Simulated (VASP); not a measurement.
# NiSb (Fm-3m) in VASP: notebook

NiSb is run at these levels: PBE; tasks: single point.

All numbers are computed with VASP 6.6.1; they aren't measurements. Logs are shortened: lines on timing, memory, paths and dates and some standing lists are left out, and cuts for length are marked.

## (1) The cell of the first run

The structure is cubic, space group Fm-3m (No. 225). The conventional cell has a = 5.263 Å, b = 5.263 Å, c = 5.263 Å, α = 90.00°, β = 90.00°, γ = 90.00°. Ni (site symmetry m-3m) has 6 Sb at 2.63 Å within 3.5 Å. Sb (site symmetry m-3m) has 6 Ni at 2.63 Å within 3.5 Å.

## (2) Single point, PBE, collinear spin (18.23 Å³/atom)

Input file INCAR:

```
PREC = Accurate ; ENCUT = 520
EDIFF = 1E-7 ; ISMEAR = 0
SIGMA = 0.05 ; LREAL = False
LASPH = True ; NELM = 150
ALGO = Fast ; ISIF = 2
LWAVE = False ; LCHARG = False
ISPIN = 2 ; MAGMOM = 0.05 0
LORBIT = 11 ; LMAXMIX = 4
GGA = PE ; NBANDS = 18
```

Input file KPOINTS:

```
Automatic mesh
0
Gamma
  12 12 12
```

Input file POSCAR:

```
NiSb
1.0
    0.0000000000      2.6317312392      2.6317312392
    2.6317312392      0.0000000000      2.6317312392
    2.6317312392      2.6317312392      0.0000000000
Ni Sb
1 1
Direct
    0.5000000000      0.5000000000      0.5000000000
    0.0000000000      0.0000000000      0.0000000000
```

Potentials or basis: VASP PAW PBE potentials, release 64 (Ni, Sb).

Command:

```console
$ cat potpaw_PBE.64/Ni/POTCAR potpaw_PBE.64/Sb/POTCAR > POTCAR
$ mpirun -np 1 vasp_std > vasp.out
```

OUTCAR:

```text
PREC = Accurate
   ENCUT = 520
   EDIFF = 1E-7
   ISMEAR = 0
   LREAL = False
   LASPH = True
   NELM = 150
   ISIF = 2
   ISPIN = 2
   LORBIT = 11
   GGA = PE

 ion  position               nearest neighbor table
   1  0.500  0.500  0.500-   2 2.63   2 2.63   2 2.63   2 2.63   2 2.63   2 2.63
   2  0.000  0.000  0.000-   1 2.63   1 2.63   1 2.63   1 2.63   1 2.63   1 2.63

  LATTYP: Found a face centered cubic cell.
 ALAT       =     5.2634624784

  Lattice vectors:

 A1 = (   0.0000000000,   2.6317312392,   2.6317312392)
 A2 = (   2.6317312392,   0.0000000000,   2.6317312392)
 A3 = (   2.6317312392,   2.6317312392,   0.0000000000)

Analysis of symmetry for initial positions (statically):
=====================================================================
 Subroutine PRICEL returns:
 Original cell was already a primitive cell.

 Routine SETGRP: Setting up the symmetry group for a
 face centered cubic supercell.

 Subroutine GETGRP returns: Found 48 space group operations
 (whereof 48 operations were pure point group operations)
 out of a pool of 48 trial point group operations.

The static configuration has the point symmetry O_h .

Analysis of symmetry for dynamics (positions and initial velocities):
=====================================================================
 Subroutine PRICEL returns:
 Original cell was already a primitive cell.

 Routine SETGRP: Setting up the symmetry group for a
 face centered cubic supercell.

 Subroutine GETGRP returns: Found 48 space group operations
 (whereof 48 operations were pure point group operations)
 out of a pool of 48 trial point group operations.

The dynamic configuration has the point symmetry O_h .

Analysis of structural, dynamic, and magnetic symmetry:
=====================================================================
 Subroutine PRICEL returns:
 Original cell was already a primitive cell.

 Routine SETGRP: Setting up the symmetry group for a
 face centered cubic supercell.

 Subroutine GETGRP returns: Found 48 space group operations
 (whereof 48 operations were pure point group operations)
 out of a pool of 48 trial point group operations.

The overall configuration has the point symmetry O_h .

 Subroutine INISYM returns: Found 48 space group operations
 (whereof 48 operations are pure point group operations),
 and found     1 'primitive' translations

----------------------------------------------------------------------------------------

                                     Primitive cell

  volume of cell :      36.4548
[... 113 lines left out ...]
   LORBIT       =     11    0 simple, 1 ext, 2 COOP (PROOUT), +10 PAW based schemes
   GGA     = PE    functional components
   LHFCALC =     F    Hartree Fock is set to
   AEXX    =    0.0000 exact exchange contribution
   IVDW    =     0    specifies the selected vdW correction
   LEPSILON=     F    determine dielectric tensor
   LRPA    =     F    only Hartree local field effects (RPA)
 spin polarized calculation
 RMM-DIIS sequential band-by-band and
 Gauss-broadening in eV      SIGMA  =   0.05
  energy-cutoff  :      520.00
  volume of cell :       36.45
 maximum number of plane-waves:      1002
   NGX = 13   NGY = 13   NGZ = 13

 number of electron      15.0000001 magnetization      -0.0000487

 number of electron      15.0000001 magnetization       0.0000081

 Free energy of the ion-electron system (eV)
  ---------------------------------------------------
  ext. energy  EPLUGINS =         0.00000000
  ---------------------------------------------------
  free energy    TOTEN  =        -9.61632817 eV

  energy without entropy =       -9.61460939  energy(sigma->0) =       -9.61546878

 E-fermi :   8.9146     XC(G=0): -11.2423

 val. band max:        8.9061575771   @ k =  -0.2500   0.2500   0.0833
 cond. band min:       8.9359036089   @ k =   0.5000   0.3333   0.0000
 fundamental gap:      0.0297460318
 Fermi energy:         8.9146345565

 spin component 1

 k-point     1 :       0.0000    0.0000    0.0000
  band No.  band energies     occupation
      1      -3.2958      1.00000
      2       7.1277      1.00000
      3       7.1277      1.00000
      4       7.1277      1.00000
      5       7.1750      1.00000
      6       7.1750      1.00000
[... 493 lines left out ...]
     17      26.5929      0.00000
     18      27.2990      0.00000

 [... further k-points ...]

 spin component 2

 k-point     1 :       0.0000    0.0000    0.0000
  band No.  band energies     occupation
      1      -3.2958      1.00000
      2       7.1277      1.00000
      3       7.1277      1.00000
      4       7.1277      1.00000
      5       7.1751      1.00000
      6       7.1751      1.00000
[... 493 lines left out ...]
     17      26.5929      0.00000
     18      27.2990      0.00000

 [... further k-points ...]

------------------------ aborting loop because EDIFF is reached ----------------------------------------

  FORCE on cell =-STRESS in cart. coord.  units (eV):
  Direction    XX          YY          ZZ          XY          YZ          ZX
  --------------------------------------------------------------------------------------
  -------------------------------------------------------------------------------------
  Total        0.0278187      0.0278187      0.0278187      0.0000000      0.0000000     -0.0000000
  in kB        1.2226250      1.2226250      1.2226250      0.0000000      0.0000000     -0.0000000
  external PRESSURE =       1.2226250 kB  Pullay stress =       0.0000000 kB

 VOLUME and BASIS-vectors are now :
 -----------------------------------------------------------------------------
  energy-cutoff  :      520.00
  volume of cell :       36.45
      direct lattice vectors                 reciprocal lattice vectors
     0.000000000  2.631731239  2.631731239    -0.189989005  0.189989005  0.189989005
     2.631731239  0.000000000  2.631731239     0.189989005 -0.189989005  0.189989005
     2.631731239  2.631731239  0.000000000     0.189989005  0.189989005 -0.189989005

 POSITION                                       TOTAL-FORCE (eV/Angst)
 -----------------------------------------------------------------------------------
      2.63173      2.63173      2.63173         0.000000     -0.000000     -0.000000
      0.00000      0.00000      0.00000        -0.000000      0.000000      0.000000
 -----------------------------------------------------------------------------------
    total drift:                                0.000000      0.000000      0.000000

  FREE ENERGIE OF THE ION-ELECTRON SYSTEM (eV)
  ---------------------------------------------------
  free  energy   TOTEN  =        -9.6163281735 eV

  energy  without entropy=       -9.6146093869  energy(sigma->0) =       -9.61546878

 total charge

# of ion       s       p       d       tot
------------------------------------------
    1        0.470   0.356   8.457   9.283
    2        1.152   1.198   0.062   2.413
--------------------------------------------------
tot          1.622   1.554   8.519  11.696

 magnetization (x)

# of ion       s       p       d       tot
------------------------------------------
    1        0.000   0.000   0.000   0.000
    2       -0.000  -0.000  -0.000  -0.000
--------------------------------------------------
tot          0.000  -0.000   0.000   0.000
```

OSZICAR:

```text
N       E                     dE             d eps       ncg     rms          rms(c)
DAV:   1     0.630993662878E+02    0.63099E+02   -0.57162E+03  5216   0.797E+02
DAV:   2    -0.705625316945E+01   -0.70156E+02   -0.63294E+02  5444   0.176E+02
DAV:   3    -0.102340744985E+02   -0.31778E+01   -0.30855E+01  6484   0.408E+01
DAV:   4    -0.102769699718E+02   -0.42895E-01   -0.42857E-01  6068   0.440E+00
DAV:   5    -0.102778841846E+02   -0.91421E-03   -0.91414E-03  6236   0.714E-01    0.891E+00
RMM:   6    -0.120963173857E+02   -0.18184E+01   -0.75892E+00  6312   0.274E+01    0.145E+01
RMM:   7    -0.962585300924E+01    0.24705E+01   -0.24262E+00  5916   0.151E+01    0.166E+00
RMM:   8    -0.961821905655E+01    0.76340E-02   -0.47578E-02  5508   0.139E+00    0.773E-01
RMM:   9    -0.961660052982E+01    0.16185E-02   -0.82324E-03  5964   0.669E-01    0.163E-01
RMM:  10    -0.961631690140E+01    0.28363E-03   -0.80216E-04  6538   0.200E-01    0.842E-02
RMM:  11    -0.961635440652E+01   -0.37505E-04   -0.18653E-04  6936   0.887E-02    0.496E-02
RMM:  12    -0.961632900875E+01    0.25398E-04   -0.48006E-05  6681   0.482E-02    0.285E-02
RMM:  13    -0.961632910509E+01   -0.96344E-07   -0.15500E-05  7724   0.276E-02    0.156E-02
RMM:  14    -0.961632776374E+01    0.13413E-05   -0.32680E-06  6777   0.991E-03    0.385E-03
RMM:  15    -0.961632801647E+01   -0.25272E-06   -0.54063E-07  6724   0.420E-03    0.211E-03
RMM:  16    -0.961632817306E+01   -0.15660E-06   -0.55045E-08  4153   0.178E-03    0.102E-03
RMM:  17    -0.961632817347E+01   -0.41041E-09   -0.21140E-08  3460   0.114E-03
   1 F= -.96163282E+01 E0= -.96154688E+01  d E =-.171879E-02  mag=     0.0000
```

Run time: 2.4 min. Hardware: 1 thread of Oxide Virtual Turin-like, shared host; peak memory 0.19 GiB.

What came out:

```yaml
Free_energy: -9.6163 eV
Pressure: 0.1 GPa
Net_moment: 0.00 μB per cell
Valence_electrons_inside_the_program's_atomic_spheres: Ni 9.28; Sb 2.41
```

Caveat: spin-orbit coupling is left out, which moves the levels of the heavy elements.

## (3) Single point, PBE, collinear spin (18.27 Å³/atom)

This run uses another cell than the first one, of 18.27 Å³/atom.

Input file INCAR:

```
  PREC = Accurate
  ENCUT = 520
  EDIFF = 1E-6
  ISMEAR = 0
  SIGMA = 0.05
  LREAL = F
  LASPH = T
  NELM = 150
  ALGO = Normal
  ISIF = 2
  LWAVE = F
  LCHARG = F
  ISPIN = 2
  MAGMOM = 0.05 0
  LORBIT = 11
  LMAXMIX = 4
  GGA = PE
  NBANDS = 18
```

Input file KPOINTS:

```
regular mesh
0
Gamma
  12 12 12
```

Input file POSCAR:

```
NiSb
1.0
    0.0000000000      2.6337378275      2.6337378275
    2.6337378275      0.0000000000      2.6337378275
    2.6337378275      2.6337378275      0.0000000000
Ni Sb
1 1
Direct
    0.5000000000      0.5000000000      0.5000000000
    0.0000000000      0.0000000000      0.0000000000
```

Potentials or basis: VASP PAW PBE potentials, release 64 (Ni, Sb).

Command:

```console
$ cat potpaw_PBE.64/Ni/POTCAR potpaw_PBE.64/Sb/POTCAR > POTCAR
$ mpirun -np 1 vasp_std > vasp.out
```

Run time: 1.8 min. Hardware: 1 thread of Oxide Virtual Turin-like, shared host; peak memory 0.19 GiB.

The run converged. Its results:

* Free energy: -9.6163 eV
* Pressure: 0.4 GPa
* Net moment: 0.00 μB per cell
* Valence electrons inside the program's atomic spheres: Ni 9.28; Sb 2.41

Levels at points of the mesh, in eV from the Fermi level:
Spin up:
| k point | band 5 | band 6 | band 7 | band 8 | band 9 | band 10 |
| --- | --- | --- | --- | --- | --- | --- |
| (0.00, 0.00, 0.00) | -1.74 | -1.74 | 2.26 | 2.26 | 2.26 | 7.26 |
| (0.50, 0.00, 0.00) | -1.40 | -1.40 | -1.16 | 3.71 | 3.71 | 5.30 |
| (0.50, 0.50, 0.00) | -1.25 | -1.25 | -1.20 | -1.20 | -0.81 | 1.77 |
Spin down:
```
           k point  band 4  band 5  band 6  band 7  band 8  band 9  band 10  band 11
(0.00, 0.00, 0.00)   -1.78   -1.73   -1.73    2.26    2.26    2.26     7.26     9.03
(0.50, 0.00, 0.00)   -2.80   -1.40   -1.40   -1.16    3.71    3.71     5.30     5.75
(0.50, 0.50, 0.00)   -1.54   -1.25   -1.25   -1.20   -1.20   -0.81     1.77     5.51
```

Caveat: spin-orbit coupling is left out, which moves the levels of the heavy elements.
